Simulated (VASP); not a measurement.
# CO2 (k07) (Pa-3) in VASP: a series of runs

Runs on CO2 (k07). Level: PBE+D3(BJ). Tasks: single point.

Program: VASP 6.6.1. These are calculated values, not measurements. Logs are shortened: lines on timing, memory, paths and dates and some standing lists are left out, and cuts for length are marked.

## (1) The cell of the first run

It takes space group Pa-3 (No. 205, cubic). Conventional cell: a = 5.292 Å, b = 5.292 Å, c = 5.292 Å, α = 90.00°, β = 90.00°, γ = 90.00°. C (site symmetry -3) has 2 O at 1.17 Å within 1.6 Å. Within 1.6 Å of O (site symmetry 3) lie 1 C at 1.17 Å.

## (2) Single point, PBE+D3(BJ)

Input file INCAR:

```
ALGO = Normal ; EDIFF = 1E-6
ENCUT = 520 ; GGA = PE
ISIF = 2 ; ISMEAR = 0
IVDW = 12 ; LASPH = T
LCHARG = T ; LELF = T
LREAL = F ; LVHAR = T
LWAVE = F ; NBANDS = 44
NELM = 60 ; PREC = Accurate
SIGMA = 0.1
```

Input file KPOINTS:

```
k-points
0
Gamma
  4 4 4
```

Input file POSCAR:

```
CO2
1.0
    5.2919777985      0.0000000000      0.0000000000
    0.0000000000      5.2919777985      0.0000000000
    0.0000000000      0.0000000000      5.2919777985
C O
4 8
Direct
    0.0000000000      0.0000000000      0.0000000000
    0.5000000000      0.0000000000      0.5000000000
    0.5000000000      0.5000000000      0.0000000000
    0.0000000000      0.5000000000      0.5000000000
    0.1272598629      0.1272598629      0.1272598629
    0.3727401371      0.8727401371      0.6272598629
    0.6272598629      0.3727401371      0.8727401371
    0.8727401371      0.6272598629      0.3727401371
    0.8727401371      0.8727401371      0.8727401371
    0.6272598629      0.1272598629      0.3727401371
    0.3727401371      0.6272598629      0.1272598629
    0.1272598629      0.3727401371      0.6272598629
```

Potentials or basis: VASP PAW PBE potentials, release 64 (C, O).

Command:

```
> cat potpaw_PBE.64/C/POTCAR potpaw_PBE.64/O/POTCAR > POTCAR
> mpirun -np 1 vasp_std > vasp.out
```

OUTCAR:

```text
EDIFF = 1E-6
   ENCUT = 520
   GGA = PE
   ISIF = 2
   ISMEAR = 0
   IVDW = 12
   LASPH = T
   LREAL = F
   NELM = 60
   PREC = Accurate
 IVDW          = 12

 ion  position               nearest neighbor table
   1  0.000  0.000  0.000-   5 1.17   9 1.17
   2  0.500  0.000  0.500-   6 1.17  10 1.17
   3  0.500  0.500  0.000-   7 1.17  11 1.17
   4  0.000  0.500  0.500-   8 1.17  12 1.17
   5  0.127  0.127  0.127-   1 1.17
   6  0.373  0.873  0.627-   2 1.17
   7  0.627  0.373  0.873-   3 1.17
   8  0.873  0.627  0.373-   4 1.17
   9  0.873  0.873  0.873-   1 1.17
  10  0.627  0.127  0.373-   2 1.17
  11  0.373  0.627  0.127-   3 1.17
  12  0.127  0.373  0.627-   4 1.17

  LATTYP: Found a simple cubic cell.
 ALAT       =     5.2919777985

  Lattice vectors:

 A1 = (   5.2919777985,   0.0000000000,   0.0000000000)
 A2 = (   0.0000000000,   5.2919777985,   0.0000000000)
 A3 = (   0.0000000000,   0.0000000000,   5.2919777985)

Analysis of symmetry for initial positions (statically):
=====================================================================
 Subroutine PRICEL returns:
 Original cell was already a primitive cell.

 Routine SETGRP: Setting up the symmetry group for a
 simple cubic supercell.

 Subroutine GETGRP returns: Found 24 space group operations
 (whereof  6 operations were pure point group operations)
 out of a pool of 48 trial point group operations.

The static configuration has the point symmetry S_6 .
 The point group associated with its full space group is T_h .

Analysis of symmetry for dynamics (positions and initial velocities):
=====================================================================
 Subroutine PRICEL returns:
 Original cell was already a primitive cell.

 Routine SETGRP: Setting up the symmetry group for a
 simple cubic supercell.

 Subroutine GETGRP returns: Found 24 space group operations
 (whereof  6 operations were pure point group operations)
 out of a pool of 48 trial point group operations.

The dynamic configuration has the point symmetry S_6 .
 The point group associated with its full space group is T_h .

 Subroutine INISYM returns: Found 24 space group operations
 (whereof  6 operations are pure point group operations),
 and found     1 'primitive' translations

----------------------------------------------------------------------------------------

                                     Primitive cell

  volume of cell :     148.2020

  direct lattice vectors                    reciprocal lattice vectors
     5.291977798  0.000000000  0.000000000     0.188965267  0.000000000  0.000000000
     0.000000000  5.291977798  0.000000000     0.000000000  0.188965267  0.000000000
     0.000000000  0.000000000  5.291977798     0.000000000  0.000000000  0.188965267

  length of vectors
     5.291977798  5.291977798  5.291977798     0.188965267  0.188965267  0.188965267

  position of ions in fractional coordinates (direct lattice)
     0.000000000  0.000000000  0.000000000
     0.500000000  0.000000000  0.500000000
     0.500000000  0.500000000  0.000000000
     0.000000000  0.500000000  0.500000000
     0.127259863  0.127259863  0.127259863
     0.372740137  0.872740137  0.627259863
     0.627259863  0.372740137  0.872740137
     0.872740137  0.627259863  0.372740137
     0.872740137  0.872740137  0.872740137
     0.627259863  0.127259863  0.372740137
     0.372740137  0.627259863  0.127259863
     0.127259863  0.372740137  0.627259863

  ion indices of the primitive-cell ions
   primitive index   ion index
                 1           1
                 2           2
                 3           3
                 4           4
                 5           5
                 6           6
                 7           7
                 8           8
                 9           9
                10          10
                11          11
                12          12

----------------------------------------------------------------------------------------

 KPOINTS: k-points

Automatic generation of k-mesh.
 Grid dimensions read from file:
 generate k-points for:    4    4    4

 Generating k-lattice:

  Cartesian coordinates                     Fractional coordinates (reciprocal lattice)
     0.047241317  0.000000000  0.000000000     0.250000000  0.000000000  0.000000000
     0.000000000  0.047241317  0.000000000     0.000000000  0.250000000  0.000000000
     0.000000000  0.000000000  0.047241317     0.000000000  0.000000000  0.250000000

  Length of vectors
     0.047241317  0.047241317  0.047241317

  Shift w.r.t. Gamma in fractional coordinates (k-lattice)
     0.000000000  0.000000000  0.000000000

 Subroutine IBZKPT returns following result:
 ===========================================

 Found     11 irreducible k-points:

 Following reciprocal coordinates:
            Coordinates               Weight
  0.000000  0.000000  0.000000      1.000000
  0.250000  0.000000  0.000000      6.000000
  0.500000  0.000000  0.000000      3.000000
  0.250000  0.250000  0.000000     12.000000
  0.500000  0.250000  0.000000      6.000000
 -0.250000  0.500000  0.000000      6.000000
  0.500000  0.500000  0.000000      3.000000
  0.250000  0.250000  0.250000      8.000000
  0.500000  0.250000  0.250000     12.000000
  0.500000  0.500000  0.250000      6.000000
  0.500000  0.500000  0.500000      1.000000
   k-points           NKPTS =     11   k-points in BZ     NKDIM =     11   number of bands    NBANDS=     44
   number of dos      NEDOS =    301   number of ions     NIONS =     12
   total plane-waves  NPLWV =  64000
   dimension x,y,z NGX =    40 NGY =   40 NGZ =   40
   dimension x,y,z NGXF=    80 NGYF=   80 NGZF=   80
   ions per type =               4   8
   NGX,Y,Z   is equivalent  to a cutoff of  12.57, 12.57, 12.57 a.u.
   NGXF,Y,Z  is equivalent  to a cutoff of  25.13, 25.13, 25.13 a.u.
 SYSTEM =  unknown system
   PREC   = accura    normal or accurate (medium, high low for compatibility)
   ISTART =      0    job   : 0-new  1-cont  2-samecut
   ICHARG =      2    charge: 1-file 2-atom 10-const
   ISPIN  =      1    spin polarized calculation?
   LNONCOLLINEAR =      F non collinear calculations
   LSORBIT =      F    spin-orbit coupling
   LASPH  =      T    aspherical Exc in radial PAW
   ENCUT  =  520.0 eV  38.22 Ry    6.18 a.u.   9.84  9.84  9.84*2*pi/ulx,y,z
   NELM   =     60;   NELMIN=  2; NELMDL= -5     # of ELM steps
   EDIFF  = 0.1E-05   stopping-criterion for ELM
   LREAL  =      F    real-space projection
   EDIFFG = 0.1E-04   stopping-criterion for IOM
   NSW    =      0    number of steps for IOM
   IBRION =     -1    ionic relax: 0-MD 1-quasi-New 2-CG
   NFREE  =      0    steps in history (QN), initial steepest desc. (CG)
   ISIF   =      2    stress and relaxation
   ISYM   =      2    0-nonsym 1-usesym 2-fastsym
   POTIM  = 0.5000    time-step for ionic-motion
   TEBEG  =    0.0;   TEEND  =   0.0 temperature during run
   PSTRESS=    0.0 pullay stress
   NELECT =      64.0000    total number of electrons
   NUPDOWN=      -1.0000    fix difference up-down
   EMIN   =  10.00;   EMAX   =-10.00  energy-range for DOS
   EFERMI =   0.00;   METHOD = LEGACY
   ISMEAR =     0;   SIGMA  =   0.10  broadening in eV -4-tet -1-fermi 0-gaus
   EFERMI_NEDOS =   21; number of points for ismear=-14 and -15
   IALGO  =     38    algorithm
   IMIX   =      4    mixing-type and parameters
     AMIX     =   0.40;   BMIX     =  1.00
     AMIX_MAG =   1.60;   BMIX_MAG =  1.00
  volume/ion in A,a.u.               =      12.35        83.34
  Fermi-wavevector in a.u.,A,eV,Ry     =   1.237419  2.338383 20.833322  1.531206
  Thomas-Fermi vector in A             =   2.371987
   LORBIT       =      0    0 simple, 1 ext, 2 COOP (PROOUT), +10 PAW based schemes
   GGA     = PE    functional components
   LHFCALC =     F    Hartree Fock is set to
   AEXX    =    0.0000 exact exchange contribution
   IVDW    =    12    specifies the selected vdW correction
   LEPSILON=     F    determine dielectric tensor
   LRPA    =     F    only Hartree local field effects (RPA)
 non-spin polarized calculation
 Gauss-broadening in eV      SIGMA  =   0.10
  energy-cutoff  :      520.00
  volume of cell :      148.20
 maximum number of plane-waves:      4032
   NGX = 19   NGY = 19   NGZ = 19

 number of electron      63.9999984 magnetization

 Free energy of the ion-electron system (eV)
  ---------------------------------------------------
  ext. energy  EPLUGINS =         0.00000000
  ---------------------------------------------------
  free energy    TOTEN  =       -91.63493858 eV

  energy without entropy =      -91.63493858  energy(sigma->0) =      -91.63493858

 E-fermi :  -2.0277     XC(G=0):  -8.7211

 val. band max:       -2.4862295649   @ k =   0.0000   0.0000   0.0000
 cond. band min:       4.5072265847   @ k =   0.0000   0.0000   0.0000
 fundamental gap:      6.9934561496
 Fermi energy:        -2.0277423277

 k-point     1 :       0.0000    0.0000    0.0000
  band No.  band energies     occupation
      1     -23.3928      2.00000
      2     -23.0020      2.00000
      3     -23.0020      2.00000
      4     -23.0020      2.00000
      5     -22.1308      2.00000
      6     -22.1308      2.00000
[... 36 lines left out ...]
     43       8.8462      0.00000
     44       8.8462      0.00000

 k-point     2 :       0.2500    0.0000    0.0000
  band No.  band energies     occupation
      1     -23.3414      2.00000
      2     -23.0669      2.00000
      3     -23.0019      2.00000
      4     -23.0019      2.00000
      5     -22.1262      2.00000
      6     -22.1246      2.00000
[... 415 lines left out ...]
 k-point    11 :       0.5000    0.5000    0.5000
  band No.  band energies     occupation
      1     -23.0995      2.00000
      2     -23.0995      2.00000
      3     -23.0995      2.00000
      4     -23.0995      2.00000
      5     -22.1083      2.00000
      6     -22.1083      2.00000
[... 36 lines left out ...]
     43       7.5713      0.00000
     44       7.5713      0.00000

------------------------ aborting loop because EDIFF is reached ----------------------------------------

 Edisp (eV)   -1.03474

 E8    (eV) :    -0.2690

  FORCE on cell =-STRESS in cart. coord.  units (eV):
  Direction    XX          YY          ZZ          XY          YZ          ZX
  --------------------------------------------------------------------------------------
  -------------------------------------------------------------------------------------
  Total       4.68268     4.68268     4.68268    -0.00000     0.00000     0.00000
  in kB      50.62338    50.62338    50.62338    -0.00000     0.00000     0.00000
  external pressure =       50.62 kB  Pullay stress =        0.00 kB

 VOLUME and BASIS-vectors are now :
 -----------------------------------------------------------------------------
  energy-cutoff  :      520.00
  volume of cell :      148.20
      direct lattice vectors                 reciprocal lattice vectors
     5.291977798  0.000000000  0.000000000     0.188965267  0.000000000  0.000000000
     0.000000000  5.291977798  0.000000000     0.000000000  0.188965267  0.000000000
     0.000000000  0.000000000  5.291977798     0.000000000  0.000000000  0.188965267

 POSITION                                       TOTAL-FORCE (eV/Angst)
 -----------------------------------------------------------------------------------
      0.00000      0.00000      0.00000        -0.000000      0.000000      0.000000
      2.64599      0.00000      2.64599        -0.000000      0.000000      0.000000
      2.64599      2.64599      0.00000        -0.000000      0.000000      0.000000
      0.00000      2.64599      2.64599        -0.000000      0.000000      0.000000
      0.67346      0.67346      0.67346         0.356355      0.356355      0.356355
      1.97253      4.61852      3.31945        -0.356355     -0.356355      0.356355
      3.31945      1.97253      4.61852         0.356355     -0.356355     -0.356355
      4.61852      3.31945      1.97253        -0.356355      0.356355     -0.356355
      4.61852      4.61852      4.61852        -0.356355     -0.356355     -0.356355
      3.31945      0.67346      1.97253         0.356355      0.356355     -0.356355
      1.97253      3.31945      0.67346        -0.356355      0.356355      0.356355
      0.67346      1.97253      3.31945         0.356355     -0.356355      0.356355
 -----------------------------------------------------------------------------------
    total drift:                               -0.000000      0.000000     -0.000000

  FREE ENERGIE OF THE ION-ELECTRON SYSTEM (eV)
  ---------------------------------------------------
  free  energy   TOTEN  =       -92.6696753452 eV

  energy  without entropy=      -92.6696753452  energy(sigma->0) =      -92.66967535
```

Wall time 72 s (1 thread of Intel Xeon 6975P-C, shared host); peak memory 0.26 GiB.

What came out:

```yaml
Free_energy: -92.6697 eV
Pressure: 5.1 GPa
Largest_force: 0.617 eV/Å
Band_gap_on_the_k_mesh: 6.99 eV, direct
Dispersion_energy_per_atom: -0.086 eV
```

Forces on the atoms (eV/Å):
```
C    0.000  0.000  0.000
C    0.000  0.000  0.000
C    0.000  0.000  0.000
C    0.000  0.000  0.000
O    0.356  0.356  0.356
O   -0.356 -0.356  0.356
O    0.356 -0.356 -0.356
O   -0.356  0.356 -0.356
O   -0.356 -0.356 -0.356
O    0.356  0.356 -0.356
O   -0.356  0.356  0.356
O    0.356 -0.356  0.356
```

(Continued in part 2 of 2.)
